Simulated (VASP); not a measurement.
A run of VASP 6.6.1:

The input INCAR:

```
SYSTEM = Y3LuO2
ALGO = Normal
EDIFF = 1E-6
ENCUT = 520
GGA = PE
ISIF = 2
ISMEAR = 0
LASPH = .TRUE.
LCHARG = .FALSE.
LREAL = .FALSE.
LWAVE = .FALSE.
NBANDS = 44
NELM = 100
PREC = Accurate
SIGMA = 0.01
```

File KPOINTS:

```
k-points
0
G
  8 8 6
  0 0 0
```

File POSCAR:

```
Y3LuO2
1.0
    4.5542616798      0.0000000000      0.0000000000
    0.0000000000      4.5542616798      0.0000000000
    0.0000000000      0.0000000000      6.4384723686
Y Lu O
3 1 2
Direct
    0.5000000000      0.0000000000      0.9976655736
    0.0000000000      0.5000000000      0.9976655736
    0.0000000000      0.0000000000      0.4311425943
    0.5000000000      0.5000000000      0.5746705177
    0.5000000000      0.5000000000      0.9093822373
    0.0000000000      0.0000000000      0.0894735334
```

Potentials or basis: VASP PAW PBE potentials, release 64 (Y_sv, Lu, O).

The run is started by

```console
$ cat potpaw_PBE.64/Y_sv/POTCAR potpaw_PBE.64/Lu/POTCAR potpaw_PBE.64/O/POTCAR > POTCAR
$ mpirun -np 1 vasp_std > vasp.out
```

Hardware: 1 thread of Intel(R) Xeon(R) 6975P-C (Granite Rapids) (shared host).

Task: How long does it take, and how much memory?

Result: It took 3.3 min on 1 thread of Intel(R) Xeon(R) 6975P-C (Granite Rapids) (shared host), peak memory 0.48 GiB. Counts: scf iterations 15, k points 60.
